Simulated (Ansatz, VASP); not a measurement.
# Two plane-wave programs on Hf

The input INCAR:

```
PREC = Accurate
ENCUT = 520
EDIFF = 1E-7
ISMEAR = 0
SIGMA = 0.1
LREAL = False
LASPH = True
NELM = 100
ALGO = Normal
ISIF = 2
LWAVE = False
LCHARG = False
GGA = PE
NBANDS = 11
```

KPOINTS

```
regular mesh
0
Gamma
  16 16 16
```

POSCAR

```
Hf
1.0
   -1.8295230745      1.8295230745      1.8295230745
    1.8295230745     -1.8295230745      1.8295230745
    1.8295230745      1.8295230745     -1.8295230745
Hf
1
Direct
    0.0000000000      0.0000000000      0.0000000000
```

Input for Ansatz:

```yaml
crystal:
  lattice:
    - [-1.8295230745, 1.8295230745, 1.8295230745]
    - [1.8295230745, -1.8295230745, 1.8295230745]
    - [1.8295230745, 1.8295230745, -1.8295230745]
  atoms:
    - { symbol: Hf, position: [0.0, 0.0, 0.0] }
basis:
  ecutwfc: 420
kpoints:
  mp_grid: { grid: [16, 16, 16] }
hamiltonian:
  xc: pbe
scf:
  occupations: { method: gaussian, width: 0.1 }
output:
  forces: true
  stress: true
  eigenvalues: true
```

Alike in both runs: task single point; functional PBE; k mesh 16 × 16 × 16; occupations gaussian, width 0.1 eV; no spin polarisation.

|  | VASP | Ansatz |
| --- | --- | --- |
| version | VASP 6.6.1 | Ansatz 0.2.0 |
| potentials or method | VASP PAW PBE potentials, release 64 (Hf_pv), cutoff 520 eV | scalar-relativistic, plane waves, PAW |
| valence electrons in the cell | 10 | 26 |

Ansatz gave:

```
gap on the k mesh at the Fermi level (eV) : none
pressure (GPa)                            : -8.1
```

Question: What did VASP give for the same quantities?

Answer: gap on the k mesh at the Fermi level (eV): none; pressure (GPa): -8.5.

A gap of «none» marks a metal or a gap that the smearing closes. With one functional, cell and mesh, what is left measures potentials, basis and numerics. VASP's potentials hold 10 valence electrons a cell and Ansatz's 26, so a difference there can come from the potentials and not from the codes.

Spin-orbit coupling is off throughout.
